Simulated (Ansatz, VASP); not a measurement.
# Sr: VASP and Ansatz over several settings

```
Sr
1.0
     0.00000    3.04235    3.04235
     3.04235    0.00000    3.04235
     3.04235    3.04235    0.00000
Sr
1
Direct
  0.00000 0.00000 0.00000
```

Single points on this cell with VASP 6.6.1 and Ansatz 0.2.0. Each row is one pair of runs.

| level | spin | k mesh | smearing | VASP's potentials, cutoff | Ansatz's potentials, cutoff | gap on the k mesh at the Fermi level (eV), VASP | gap on the k mesh at the Fermi level (eV), Ansatz | pressure (GPa), VASP | pressure (GPa), Ansatz |
| --- | --- | --- | --- | --- | --- | --- | --- | --- | --- |
| LDA | off | 8 × 8 × 8 | fermi-dirac, width 0.02 eV | VASP PAW LDA potentials, release 64 (Sr_sv), 500 eV | Ansatz PAW, 420 eV | none | none | -1.6 | -1.6 |
| revPBE+D4 | off | 8 × 8 × 8 | tetrahedron | VASP PAW PBE potentials, release 64 (Sr_sv), 520 eV | Ansatz PAW earlier set, 400 eV | none | none | -0.4 | -0.4 |
| r2SCAN+rVV10 | off | 8 × 8 × 8 | fermi-dirac, width 0.1 eV | VASP PAW PBE potentials, release 64 (Sr_sv), 550 eV | Ansatz PAW earlier set, 400 eV | none | none | -0.1 | -0.1 |
| r2SCANh+D4 | non-collinear, zero start, SOC | 6 × 6 × 6 | fermi-dirac, width 0.05 eV | VASP PAW PBE potentials, release 64 (Sr_sv), 440 eV | Ansatz PAW, 500 eV | - | - | -0.1 | -0.1 |

Pressure (GPa): the two programs differ by at most 0.05.

A gap of «none» marks a metal or a gap that the smearing closes.
